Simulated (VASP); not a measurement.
A run of VASP 6.6.1 is set up as follows.

INCAR

```
SYSTEM = Ta
PREC = Accurate
ENCUT = 520
EDIFF = 1E-6
ISMEAR = 0
SIGMA = 0.15
LREAL = .FALSE.
LASPH = .TRUE.
NELM = 100
ALGO = Fast
ISIF = 2
LWAVE = .FALSE.
LCHARG = .FALSE.
GGA = PE
NBANDS = 12
```

The input KPOINTS:

```
regular mesh
0
G
  20 20 20
  0 0 0
```

Contents of POSCAR:

```
Ta
1.0
   -1.6464725126      1.6464725126      1.5509771068
    1.6464725126     -1.6464725126      1.5509771068
    1.6464725126      1.6464725126     -1.5509771068
Ta
1
Direct
    0.0000000000      0.0000000000      0.0000000000
```

Potentials or basis: VASP PAW PBE potentials, release 64 (Ta_pv).

The run is started by

```console
$ cat potpaw_PBE.64/Ta_pv/POTCAR > POTCAR
$ mpirun -np 1 vasp_std > vasp.out
```

(1) Estimate the pressure.

## Answers

(1) 19.8 GPa.
